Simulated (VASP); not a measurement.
# As (P6_3/mmc) in VASP: notebook, part 3 of 3

VASP 6.6.1. Earlier steps stand in the parts before.

## (5) Single point, RPBE (volume scaled by 1.12)

The input, INCAR:

```
ALGO     = Normal         # electronic algorithm
EDIFF    = 1E-7           # SCF threshold, eV
ENCUT    = 520            # plane-wave cutoff, eV
GGA      = RP             # functional
ISIF     = 2              # what is computed and relaxed
ISMEAR   = -1             # smearing method
LASPH    = True           # aspherical terms in the spheres
LCHARG   = False          # write CHGCAR
LREAL    = False          # projectors in reciprocal space
LWAVE    = False          # write WAVECAR
NBANDS   = 12             # bands
NELM     = 100            # most SCF steps
PREC     = Accurate       # precision mode
SIGMA    = 0.1            # smearing width, eV
```

The input, KPOINTS:

```
k-points
0
Gamma
  13 13 8
```

The input, POSCAR:

```
As
1.0
    3.2186599293      0.0000000000      0.0000000000
   -1.6093299646      2.7874412650      0.0000000000
    0.0000000000      0.0000000000      4.9040748790
As
2
Direct
    0.3333333333      0.6666666667      0.2500000000
    0.6666666667      0.3333333333      0.7500000000
```

Potentials or basis: VASP PAW PBE potentials, release 64 (As).

Run with:

```bash
$ cat potpaw_PBE.64/As/POTCAR > POTCAR
$ mpirun -np 1 vasp_std > vasp.out
```

OUTCAR:

```text
EDIFF = 1E-7
   ENCUT = 520
   GGA = RP
   ISIF = 2
   ISMEAR = -1
   LASPH = True
   LREAL = False
   NELM = 100
   PREC = Accurate

 ion  position               nearest neighbor table
   1  0.333  0.667  0.250-
   2  0.667  0.333  0.750-

  LATTYP: Found a hexagonal cell.
 ALAT       =     3.2186599293
 C/A-ratio  =     1.5236387151

  Lattice vectors:

 A1 = (   3.2186599293,   0.0000000000,   0.0000000000)
 A2 = (  -1.6093299646,   2.7874412650,   0.0000000000)
 A3 = (   0.0000000000,   0.0000000000,   4.9040748790)

Analysis of symmetry for initial positions (statically):
=====================================================================
 Subroutine PRICEL returns:
 Original cell was already a primitive cell.

 Routine SETGRP: Setting up the symmetry group for a
 hexagonal supercell.

 Subroutine GETGRP returns: Found 24 space group operations
 (whereof 12 operations were pure point group operations)
 out of a pool of 24 trial point group operations.

The static configuration has the point symmetry D_3d.
 The point group associated with its full space group is D_6h.

Analysis of symmetry for dynamics (positions and initial velocities):
=====================================================================
 Subroutine PRICEL returns:
 Original cell was already a primitive cell.

 Routine SETGRP: Setting up the symmetry group for a
 hexagonal supercell.

 Subroutine GETGRP returns: Found 24 space group operations
 (whereof 12 operations were pure point group operations)
 out of a pool of 24 trial point group operations.

The dynamic configuration has the point symmetry D_3d.
 The point group associated with its full space group is D_6h.

 Subroutine INISYM returns: Found 24 space group operations
 (whereof 12 operations are pure point group operations),
 and found     1 'primitive' translations

----------------------------------------------------------------------------------------

                                     Primitive cell

  volume of cell :      43.9985

  direct lattice vectors                    reciprocal lattice vectors
     3.218659929  0.000000000  0.000000000     0.310688306  0.179375977  0.000000000
    -1.609329965  2.787441265  0.000000000     0.000000000  0.358751954  0.000000000
     0.000000000  0.000000000  4.904074879     0.000000000  0.000000000  0.203912058

  length of vectors
     3.218659929  3.218659929  4.904074879     0.358751954  0.358751954  0.203912058

  position of ions in fractional coordinates (direct lattice)
     0.333333333  0.666666667  0.250000000
     0.666666667  0.333333333  0.750000000

  ion indices of the primitive-cell ions
   primitive index   ion index
                 1           1
                 2           2

----------------------------------------------------------------------------------------

 KPOINTS: k-points

Automatic generation of k-mesh.
 Grid dimensions read from file:
 generate k-points for:   13   13    8

 Generating k-lattice:

  Cartesian coordinates                     Fractional coordinates (reciprocal lattice)
     0.023899100  0.013798152  0.000000000     0.076923077  0.000000000  0.000000000
     0.000000000  0.027596304  0.000000000     0.000000000  0.076923077  0.000000000
     0.000000000  0.000000000  0.025489007     0.000000000  0.000000000  0.125000000

  Length of vectors
     0.027596304  0.027596304  0.025489007

  Shift w.r.t. Gamma in fractional coordinates (k-lattice)
     0.000000000  0.000000000  0.000000000

 Subroutine IBZKPT returns following result:
 ===========================================

 Found    105 irreducible k-points:

 Following reciprocal coordinates:
            Coordinates               Weight
  0.000000  0.000000  0.000000      1.000000
  0.076923  0.000000  0.000000      6.000000
  0.153846  0.000000  0.000000      6.000000
  0.230769  0.000000  0.000000      6.000000
  0.307692  0.000000  0.000000      6.000000
  0.384615 -0.000000  0.000000      6.000000
[... 16 lines left out ...]
  0.076923  0.000000  0.125000     12.000000
  0.153846  0.000000  0.125000     12.000000
 [... further k-points ...]
   k-points           NKPTS =    105   k-points in BZ     NKDIM =    105   number of bands    NBANDS=     12
   number of dos      NEDOS =    301   number of ions     NIONS =      2
   total plane-waves  NPLWV =  20736
   dimension x,y,z NGX =    24 NGY =   24 NGZ =   36
   dimension x,y,z NGXF=    48 NGYF=   48 NGZF=   72
   ions per type =               2
   NGX,Y,Z   is equivalent  to a cutoff of  12.40, 12.40, 12.20 a.u.
   NGXF,Y,Z  is equivalent  to a cutoff of  24.79, 24.79, 24.41 a.u.
 SYSTEM =  unknown system
   PREC   = accura    normal or accurate (medium, high low for compatibility)
   ISTART =      0    job   : 0-new  1-cont  2-samecut
   ICHARG =      2    charge: 1-file 2-atom 10-const
   ISPIN  =      1    spin polarized calculation?
   LNONCOLLINEAR =      F non collinear calculations
   LSORBIT =      F    spin-orbit coupling
   LASPH  =      T    aspherical Exc in radial PAW
   ENCUT  =  520.0 eV  38.22 Ry    6.18 a.u.   5.98  5.98  9.12*2*pi/ulx,y,z
   NELM   =    100;   NELMIN=  2; NELMDL= -5     # of ELM steps
   EDIFF  = 0.1E-06   stopping-criterion for ELM
   LREAL  =      F    real-space projection
   EDIFFG = 0.1E-05   stopping-criterion for IOM
   NSW    =      0    number of steps for IOM
   IBRION =     -1    ionic relax: 0-MD 1-quasi-New 2-CG
   NFREE  =      0    steps in history (QN), initial steepest desc. (CG)
   ISIF   =      2    stress and relaxation
   ISYM   =      2    0-nonsym 1-usesym 2-fastsym
   POTIM  = 0.5000    time-step for ionic-motion
   TEBEG  =    0.0;   TEEND  =   0.0 temperature during run
   PSTRESS=    0.0 pullay stress
   NELECT =      10.0000    total number of electrons
   NUPDOWN=      -1.0000    fix difference up-down
   EMIN   =  10.00;   EMAX   =-10.00  energy-range for DOS
   EFERMI =   0.00;   METHOD = LEGACY
   ISMEAR =    -1;   SIGMA  =   0.10  broadening in eV -4-tet -1-fermi 0-gaus
   EFERMI_NEDOS =   21; number of points for ismear=-14 and -15
   IALGO  =     38    algorithm
   IMIX   =      4    mixing-type and parameters
     AMIX     =   0.40;   BMIX     =  1.00
     AMIX_MAG =   1.60;   BMIX_MAG =  1.00
  volume/ion in A,a.u.               =      22.00       148.46
  Fermi-wavevector in a.u.,A,eV,Ry     =   0.999069  1.887967 13.580506  0.998139
  Thomas-Fermi vector in A             =   2.131335
   LORBIT       =      0    0 simple, 1 ext, 2 COOP (PROOUT), +10 PAW based schemes
   GGA     = RP    functional components
   LHFCALC =     F    Hartree Fock is set to
   AEXX    =    0.0000 exact exchange contribution
   IVDW    =     0    specifies the selected vdW correction
   LEPSILON=     F    determine dielectric tensor
   LRPA    =     F    only Hartree local field effects (RPA)
 non-spin polarized calculation
  energy-cutoff  :      520.00
  volume of cell :       44.00
 maximum number of plane-waves:      1201
 NGX is ok and might be reduce to    24
   NGX = 11   NGY = 11   NGZ = 19

 number of electron      10.0000000 magnetization

 number of electron       9.9999999 magnetization

 Free energy of the ion-electron system (eV)
  ---------------------------------------------------
  ext. energy  EPLUGINS =         0.00000000
  ---------------------------------------------------
  free energy    TOTEN  =        -7.46329175 eV

  energy without entropy =       -7.41975077  energy(sigma->0) =       -7.44152126

 E-fermi :   5.0532     XC(G=0): -10.1042

 val. band max:        5.0512518623   @ k =   0.3077   0.0000   0.3750
 cond. band min:       5.1024694201   @ k =   0.3077   0.0769   0.1250
 fundamental gap:      0.0512175578
 Fermi energy:         5.0532417936

 k-point     1 :       0.0000    0.0000    0.0000
  band No.  band energies     occupation
      1      -8.8625      2.00000
      2      -4.6648      2.00000
      3      -0.5334      2.00000
      4       7.6718      0.00000
      5       7.6718      0.00000
      6       9.3369      0.00000
      7       9.3369      0.00000
      8      10.5563      0.00000
      9      12.7476      0.00000
     10      15.5936      0.00000
     11      16.3002      0.00000
     12      16.3002      0.00000
[... 331 lines left out ...]
 k-point    24 :       0.1538    0.0000    0.1250
  band No.  band energies     occupation
      1      -8.3732      2.00000
      2      -4.7452      2.00000
      3       0.3977      2.00000
      4       5.2076      0.35194
      5       6.8422      0.00000
      6       7.4476      0.00000
      7       9.2420      0.00000
      8       9.5754      0.00000
      9      13.1947      0.00000
     10      15.6645      0.00000
     11      16.0374      0.00000
     12      16.7942      0.00000

 [... further k-points ...]
[... 5 lines left out ...]
  --------------------------------------------------------------------------------------
  -------------------------------------------------------------------------------------
  Total       -1.7722531     -1.7722531     -1.7326089     -0.0000000      0.0000000      0.0000000
  in kB      -64.5354600    -64.5354600    -63.0918428     -0.0000000      0.0000000      0.0000000
  external PRESSURE =     -64.0542542 kB  Pullay stress =       0.0000000 kB

 VOLUME and BASIS-vectors are now :
 -----------------------------------------------------------------------------
  energy-cutoff  :      520.00
  volume of cell :       44.00
      direct lattice vectors                 reciprocal lattice vectors
     3.218659929  0.000000000  0.000000000     0.310688306  0.179375977  0.000000000
    -1.609329965  2.787441265  0.000000000     0.000000000  0.358751954  0.000000000
     0.000000000  0.000000000  4.904074879     0.000000000  0.000000000  0.203912058

 POSITION                                       TOTAL-FORCE (eV/Angst)
 -----------------------------------------------------------------------------------
     -0.00000      1.85829      1.22602         0.000000      0.000000      0.000000
      1.60933      0.92915      3.67806        -0.000000     -0.000000      0.000000
 -----------------------------------------------------------------------------------
    total drift:                               -0.000000      0.000000      0.000000

  FREE ENERGIE OF THE ION-ELECTRON SYSTEM (eV)
  ---------------------------------------------------
  free  energy   TOTEN  =        -7.4632917503 eV

  energy  without entropy=       -7.4197507684  energy(sigma->0) =       -7.44152126
```

Run time: 25 s. Hardware: 1 thread of Intel Xeon Platinum 8488C (Sapphire Rapids), shared host; peak memory 0.18 GiB.

Results:

| Property | Result |
| --- | --- |
| Free energy | -7.4633 eV |
| Pressure | -6.4 GPa |
| Band gap on the k mesh | zero (band 5 reaches 8.50 eV, above the bottom of band 6 at 2.23 eV) |

Stress tensor (GPa, compression positive):
```
-6.45  0.00  0.00
 0.00 -6.45  0.00
 0.00  0.00 -6.31
```

Levels at points of the mesh, in eV from the Fermi level:
```
           k point  band 2  band 3  band 4  band 5  band 6  band 7  band 8  band 9
(0.00, 0.00, 0.00)   -9.72   -5.59    2.62    2.62    4.28    4.28    5.50    7.69
(0.00, 0.00, 0.50)  -12.51   -0.25   -0.25    3.45    3.45    3.45    3.45    9.21
```

Caveat: the PAW data sets were made with another functional, which shifts forces and pressure a little.

## (6) Summary

```tsv
cell	gap on the mesh (eV)	pressure (GPa)
a = 3.099, b = 3.099, c = 4.722 Å, angles 90.0, 90.0, 120.0°, 2 atoms	none	0.2
a = 3.140, b = 3.140, c = 4.784 Å, angles 90.0, 90.0, 120.0°, 2 atoms	none	-2.5
a = 3.180, b = 3.180, c = 4.845 Å, angles 90.0, 90.0, 120.0°, 2 atoms	none	-4.6
a = 3.219, b = 3.219, c = 4.904 Å, angles 90.0, 90.0, 120.0°, 2 atoms	none	-6.4
```

Alike in all rows: task single point; level RPBE; potentials or basis VASP PAW PBE potentials, release 64 (As); no spin polarisation; k mesh 13 × 13 × 8; cutoff (eV) 520; smearing fermi-dirac 0.1 eV.

Caveats: the PAW data sets were made with another functional, which shifts forces and pressure a little.

Total energies depend on the potentials used, so only differences within one code and one set of settings carry meaning.
